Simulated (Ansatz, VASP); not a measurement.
## One calculation of HfN, two programs

The input INCAR:

```
SYSTEM = HfN
PREC = Accurate ; ENCUT = 520
EDIFF = 1E-6 ; ISMEAR = 0
SIGMA = 0.15 ; LREAL = .FALSE.
LASPH = .TRUE. ; NELM = 60
ALGO = Normal ; ISIF = 2
LWAVE = .FALSE. ; LCHARG = .FALSE.
GGA = PE ; NBANDS = 14
```

The input KPOINTS:

```
Automatic mesh
0
G
  22 22 22
  0 0 0
```

The input POSCAR:

```
HfN
1.0
    0.0000000000      2.2738965586      2.2738965586
    2.2738965586      0.0000000000      2.2738965586
    2.2738965586      2.2738965586      0.0000000000
Hf N
1 1
Direct
    0.0000000000      0.0000000000      0.0000000000
    0.4340339386      0.4340339386      0.3793858640
```

Input for Ansatz:

```yaml
crystal:
  lattice:
    - [0.0, 2.2738965586, 2.2738965586]
    - [2.2738965586, 0.0, 2.2738965586]
    - [2.2738965586, 2.2738965586, 0.0]
  atoms:
    - { symbol: Hf, position: [0.0, 0.0, 0.0] }
    - { symbol: "N", position: [0.4340339386, 0.4340339386, 0.379385864] }
basis:
  ecutwfc: 420
kpoints:
  mp_grid: { grid: [22, 22, 22] }
hamiltonian:
  xc: pbe
scf:
  occupations: { method: gaussian, width: 0.15 }
output:
  forces: true
  stress: true
  eigenvalues: true
```

Alike in both runs: task single point; functional PBE; k mesh 22 × 22 × 22; occupations gaussian, width 0.15 eV; no spin polarisation.

|  | VASP | Ansatz |
| --- | --- | --- |
| version | VASP 6.6.1 | Ansatz 0.2.0 |
| potentials or method | VASP PAW PBE potentials, release 64 (Hf_pv, N), cutoff 520 eV | scalar-relativistic, plane waves, PAW |
| valence electrons in the cell | 15 | 31 |

|  | VASP | Ansatz | Ansatz less VASP |
| --- | --- | --- | --- |
| gap on the k mesh at the Fermi level (eV) | none | none | - |
| rms of the force components (eV/Å) | 2.661 | 2.618 | -0.0430 |

Atom by atom the forces differ by 0.043 eV/Å (rms over components). A gap of «none» marks a metal or a gap that the smearing closes. VASP's potentials hold 15 valence electrons a cell and Ansatz's 31, so a difference there can come from the potentials and not from the codes.

Neither program's run includes spin-orbit coupling.
